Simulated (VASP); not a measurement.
A run of VASP 6.6.1:

INCAR

```
PREC     = Accurate       # precision mode
ENCUT    = 520            # plane-wave cutoff, eV
EDIFF    = 1E-6           # SCF threshold, eV
ISMEAR   = 0              # smearing method
SIGMA    = 0.15           # smearing width, eV
LREAL    = F              # projectors in reciprocal space
LASPH    = T              # aspherical terms in the spheres
NELM     = 100            # most SCF steps
ALGO     = Normal         # electronic algorithm
ISIF     = 2              # what is computed and relaxed
LWAVE    = F              # write WAVECAR
LCHARG   = T              # write CHGCAR
GGA      = PS             # functional
LELF     = T              # ELF
LVHAR    = T            
NBANDS   = 14             # bands
```

The input KPOINTS:

```
regular mesh
0
Gamma
  18 18 18
```

Contents of POSCAR:

```
HfN
1.0
    0.0000000000      2.0782800000      2.2590000000
    2.0782800000      0.0000000000      2.2590000000
    2.0782800000      2.0782800000      0.0000000000
Hf N
1 1
Direct
    0.0000000000      0.0000000000      0.0000000000
    0.5000000000      0.5000000000      0.5000000000
```

Potentials or basis: VASP PAW PBE potentials, release 64 (Hf_pv, N).

Command:

```console
$ cat potpaw_PBE.64/Hf_pv/POTCAR potpaw_PBE.64/N/POTCAR > POTCAR
$ mpirun -np 1 vasp_std > vasp.out
```

Hardware: 1 thread of Intel Xeon 8259CL, on a shared host.

Q: Estimate the wall time of this run.

A: Wall time 2.5 min on 1 thread of Intel Xeon 8259CL (shared host), peak memory 0.26 GiB. Counts: scf iterations 12, k points 480.
